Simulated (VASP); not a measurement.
# Ag (Fm-3m) in VASP: a series of runs

The runs below take Ag through single point, relaxation of cell and atoms, with RPBE+D4.

Everything below comes from runs of VASP 6.6.1. Logs are shortened: lines on timing, memory, paths and dates and some standing lists are left out, and cuts for length are marked.

## (1) The cell of the first run

The structure is cubic, space group Fm-3m (No. 225). The conventional cell has a = 4.072 Å, b = 4.072 Å, c = 4.072 Å, α = 90.00°, β = 90.00°, γ = 90.00°. Ag (site symmetry m-3m) has 12 Ag at 2.88 Å within 3.8 Å.

## (2) Single point, RPBE+D4

The input, INCAR:

```
ALGO = Normal ; EDIFF = 1E-6
ENCUT = 520 ; GGA = RP
ISIF = 2 ; ISMEAR = -1
IVDW = 13 ; LASPH = T
LCHARG = F ; LREAL = F
LWAVE = F ; NBANDS = 12
NELM = 100 ; PREC = Accurate
SIGMA = 0.05
```

The input, KPOINTS:

```
k-points
0
Gamma
  11 11 11
```

The input, POSCAR:

```
Ag
1.0
    0.0000000000      2.0358325940      2.0358325940
    2.0358325940      0.0000000000      2.0358325940
    2.0358325940      2.0358325940      0.0000000000
Ag
1
Direct
    0.0000000000      0.0000000000      0.0000000000
```

Potentials or basis: VASP PAW PBE potentials, release 64 (Ag).

Started as:

```console
$ cat potpaw_PBE.64/Ag/POTCAR > POTCAR
$ mpirun -np 1 vasp_std > vasp.out
```

OUTCAR:

```text
EDIFF = 1E-6
   ENCUT = 520
   GGA = RP
   ISIF = 2
   ISMEAR = -1
   IVDW = 13
   LASPH = T
   LREAL = F
   NELM = 100
   PREC = Accurate

 ion  position               nearest neighbor table
   1  0.000  0.000  0.000-

  LATTYP: Found a face centered cubic cell.
 ALAT       =     4.0716651880

  Lattice vectors:

 A1 = (   0.0000000000,   2.0358325940,   2.0358325940)
 A2 = (   2.0358325940,   0.0000000000,   2.0358325940)
 A3 = (   2.0358325940,   2.0358325940,   0.0000000000)

Analysis of symmetry for initial positions (statically):
=====================================================================
 Subroutine PRICEL returns:
 Original cell was already a primitive cell.

 Routine SETGRP: Setting up the symmetry group for a
 face centered cubic supercell.

 Subroutine GETGRP returns: Found 48 space group operations
 (whereof 48 operations were pure point group operations)
 out of a pool of 48 trial point group operations.

The static configuration has the point symmetry O_h .

Analysis of symmetry for dynamics (positions and initial velocities):
=====================================================================
 Subroutine PRICEL returns:
 Original cell was already a primitive cell.

 Routine SETGRP: Setting up the symmetry group for a
 face centered cubic supercell.

 Subroutine GETGRP returns: Found 48 space group operations
 (whereof 48 operations were pure point group operations)
 out of a pool of 48 trial point group operations.

The dynamic configuration has the point symmetry O_h .

 Subroutine INISYM returns: Found 48 space group operations
 (whereof 48 operations are pure point group operations),
 and found     1 'primitive' translations

----------------------------------------------------------------------------------------

                                     Primitive cell

  volume of cell :      16.8755

  direct lattice vectors                    reciprocal lattice vectors
     0.000000000  2.035832594  2.035832594    -0.245599762  0.245599762  0.245599762
     2.035832594  0.000000000  2.035832594     0.245599762 -0.245599762  0.245599762
     2.035832594  2.035832594  0.000000000     0.245599762  0.245599762 -0.245599762

  length of vectors
     2.879102065  2.879102065  2.879102065     0.425391266  0.425391266  0.425391266

  position of ions in fractional coordinates (direct lattice)
     0.000000000  0.000000000  0.000000000

  ion indices of the primitive-cell ions
   primitive index   ion index
                 1           1

----------------------------------------------------------------------------------------

 KPOINTS: k-points

Automatic generation of k-mesh.
 Grid dimensions read from file:
 generate k-points for:   11   11   11

 Generating k-lattice:

  Cartesian coordinates                     Fractional coordinates (reciprocal lattice)
    -0.022327251  0.022327251  0.022327251     0.090909091  0.000000000  0.000000000
     0.022327251 -0.022327251  0.022327251     0.000000000  0.090909091  0.000000000
     0.022327251  0.022327251 -0.022327251     0.000000000  0.000000000  0.090909091

  Length of vectors
     0.038671933  0.038671933  0.038671933

  Shift w.r.t. Gamma in fractional coordinates (k-lattice)
     0.000000000  0.000000000  0.000000000

 Subroutine IBZKPT returns following result:
 ===========================================

 Found     56 irreducible k-points:

 Following reciprocal coordinates:
            Coordinates               Weight
  0.000000  0.000000  0.000000      1.000000
  0.090909  0.000000  0.000000      8.000000
  0.181818  0.000000  0.000000      8.000000
  0.272727  0.000000  0.000000      8.000000
  0.363636  0.000000  0.000000      8.000000
  0.454545  0.000000  0.000000      8.000000
[... 16 lines left out ...]
 -0.272727  0.181818  0.000000     24.000000
 -0.181818  0.181818  0.000000     12.000000
 [... further k-points ...]
   k-points           NKPTS =     56   k-points in BZ     NKDIM =     56   number of bands    NBANDS=     12
   number of dos      NEDOS =    301   number of ions     NIONS =      1
   total plane-waves  NPLWV =  13824
   dimension x,y,z NGX =    24 NGY =   24 NGZ =   24
   dimension x,y,z NGXF=    48 NGYF=   48 NGZF=   48
   ions per type =               1
   NGX,Y,Z   is equivalent  to a cutoff of  13.86, 13.86, 13.86 a.u.
   NGXF,Y,Z  is equivalent  to a cutoff of  27.72, 27.72, 27.72 a.u.
 SYSTEM =  unknown system
   PREC   = accura    normal or accurate (medium, high low for compatibility)
   ISTART =      0    job   : 0-new  1-cont  2-samecut
   ICHARG =      2    charge: 1-file 2-atom 10-const
   ISPIN  =      1    spin polarized calculation?
   LNONCOLLINEAR =      F non collinear calculations
   LSORBIT =      F    spin-orbit coupling
   LASPH  =      T    aspherical Exc in radial PAW
   ENCUT  =  520.0 eV  38.22 Ry    6.18 a.u.   5.35  5.35  5.35*2*pi/ulx,y,z
   NELM   =    100;   NELMIN=  2; NELMDL= -5     # of ELM steps
   EDIFF  = 0.1E-05   stopping-criterion for ELM
   LREAL  =      F    real-space projection
   EDIFFG = 0.1E-04   stopping-criterion for IOM
   NSW    =      0    number of steps for IOM
   IBRION =     -1    ionic relax: 0-MD 1-quasi-New 2-CG
   NFREE  =      0    steps in history (QN), initial steepest desc. (CG)
   ISIF   =      2    stress and relaxation
   ISYM   =      2    0-nonsym 1-usesym 2-fastsym
   POTIM  = 0.5000    time-step for ionic-motion
   TEBEG  =    0.0;   TEEND  =   0.0 temperature during run
   PSTRESS=    0.0 pullay stress
   NELECT =      11.0000    total number of electrons
   NUPDOWN=      -1.0000    fix difference up-down
   EMIN   =  10.00;   EMAX   =-10.00  energy-range for DOS
   EFERMI =   0.00;   METHOD = LEGACY
   ISMEAR =    -1;   SIGMA  =   0.05  broadening in eV -4-tet -1-fermi 0-gaus
   EFERMI_NEDOS =   21; number of points for ismear=-14 and -15
   IALGO  =     38    algorithm
   IMIX   =      4    mixing-type and parameters
     AMIX     =   0.40;   BMIX     =  1.00
     AMIX_MAG =   1.60;   BMIX_MAG =  1.00
  volume/ion in A,a.u.               =      16.88       113.88
  Fermi-wavevector in a.u.,A,eV,Ry     =   1.419451  2.682373 27.413569  2.014840
  Thomas-Fermi vector in A             =   2.540470
   LORBIT       =      0    0 simple, 1 ext, 2 COOP (PROOUT), +10 PAW based schemes
   GGA     = RP    functional components
   LHFCALC =     F    Hartree Fock is set to
   AEXX    =    0.0000 exact exchange contribution
   IVDW    =    13    specifies the selected vdW correction
   LEPSILON=     F    determine dielectric tensor
   LRPA    =     F    only Hartree local field effects (RPA)
 non-spin polarized calculation
  energy-cutoff  :      520.00
  volume of cell :       16.88
 maximum number of plane-waves:       465
 NGX is ok and might be reduce to    24
   NGX = 11   NGY = 11   NGZ = 11

 number of electron      10.9999999 magnetization

 Free energy of the ion-electron system (eV)
  ---------------------------------------------------
  ext. energy  EPLUGINS =         0.00000000
  ---------------------------------------------------
  free energy    TOTEN  =        -2.15340173 eV

  energy without entropy =       -2.15079864  energy(sigma->0) =       -2.15210018

 E-fermi :   8.9727     XC(G=0): -12.1427

 val. band max:        8.9240576764   @ k =  -0.4545   0.0909   0.0000
 cond. band min:       9.0357250439   @ k =   0.4545   0.3636   0.0000
 fundamental gap:      0.1116673675
 Fermi energy:         8.9727480966

 k-point     1 :       0.0000    0.0000    0.0000
  band No.  band energies     occupation
      1       0.9018      2.00000
      2       3.8432      2.00000
      3       3.8432      2.00000
      4       3.8432      2.00000
      5       4.8891      2.00000
      6       4.8891      2.00000
      7      24.7447      0.00000
      8      28.4237      0.00000
      9      28.4237      0.00000
     10      28.4237      0.00000
     11      33.1847      0.00000
     12      34.4502      0.00000

 k-point     2 :       0.0909    0.0000    0.0000
  band No.  band energies     occupation
      1       1.1591      2.00000
      2       3.7875      2.00000
      3       3.9124      2.00000
      4       3.9124      2.00000
      5       4.8645      2.00000
      6       4.8645      2.00000
      7      24.7230      0.00000
      8      26.6186      0.00000
      9      28.5342      0.00000
     10      28.5342      0.00000
     11      32.8749      0.00000
     12      34.1013      0.00000

 k-point     3 :       0.1818    0.0000    0.0000
  band No.  band energies     occupation
      1       1.8253      2.00000
      2       3.7557      2.00000
      3       4.0361      2.00000
      4       4.0361      2.00000
      5       4.8739      2.00000
      6       4.8739      2.00000
      7      22.5558      0.00000
      8      25.6270      0.00000
      9      28.6926      0.00000
     10      28.6926      0.00000
     11      31.6567      0.00000
     12      32.9874      0.00000
[... 286 lines left out ...]
 k-point    23 :      -0.2727    0.1818    0.0000
  band No.  band energies     occupation
      1       2.9984      2.00000
      2       3.6655      2.00000
      3       4.1095      2.00000
      4       4.3328      2.00000
      5       4.9077      2.00000
      6       7.3448      2.00000
      7      17.4662      0.00000
      8      20.6425      0.00000
      9      26.1291      0.00000
     10      27.7611      0.00000
     11      30.9724      0.00000
     12      33.6095      0.00000

 k-point    24 :      -0.1818    0.1818    0.0000
  band No.  band energies     occupation
      1       2.9359      2.00000
      2       3.4370      2.00000
      3       4.0614      2.00000
      4       4.4641      2.00000
      5       4.4941      2.00000
      6       6.0595      2.00000
      7      20.7467      0.00000
      8      21.1524      0.00000
      9      27.4252      0.00000
     10      29.2213      0.00000
     11      29.9963      0.00000
     12      33.5734      0.00000

 [... further k-points ...]

------------------------ aborting loop because EDIFF is reached ----------------------------------------

  DFT-D4 for vdW energy calculation

  Edisp (eV):   -1.12854

  FORCE on cell =-STRESS in cart. coord.  units (eV):
  Direction    XX          YY          ZZ          XY          YZ          ZX
  --------------------------------------------------------------------------------------
  -------------------------------------------------------------------------------------
  Total      -0.01510    -0.01510    -0.01510    -0.00000     0.00000    -0.00000
  in kB      -1.43345    -1.43345    -1.43345    -0.00000     0.00000    -0.00000
  external pressure =       -1.43 kB  Pullay stress =        0.00 kB

 VOLUME and BASIS-vectors are now :
 -----------------------------------------------------------------------------
  energy-cutoff  :      520.00
  volume of cell :       16.88
      direct lattice vectors                 reciprocal lattice vectors
     0.000000000  2.035832594  2.035832594    -0.245599762  0.245599762  0.245599762
     2.035832594  0.000000000  2.035832594     0.245599762 -0.245599762  0.245599762
     2.035832594  2.035832594  0.000000000     0.245599762  0.245599762 -0.245599762

 POSITION                                       TOTAL-FORCE (eV/Angst)
 -----------------------------------------------------------------------------------
      0.00000      0.00000      0.00000         0.000000      0.000000      0.000000
 -----------------------------------------------------------------------------------
    total drift:                               -0.000000      0.000000     -0.000000

  FREE ENERGIE OF THE ION-ELECTRON SYSTEM (eV)
  ---------------------------------------------------
  free  energy   TOTEN  =        -3.2819460857 eV

  energy  without entropy=       -3.2793429982  energy(sigma->0) =       -3.28064454
```

It took 4.2 s on 1 thread of Intel Xeon 6975P-C (Granite Rapids), shared host; peak memory 0.14 GiB.

What came out:

```yaml
Free_energy: -3.2819 eV
Pressure: -0.1 GPa
Dispersion_energy_per_atom: -1.129 eV
```

Caveat: the PAW data sets were made with another functional, which shifts forces and pressure a little; pairwise dispersion overbinds metals, which lowers pressure and volume.

(Continued in part 2 of 2.)
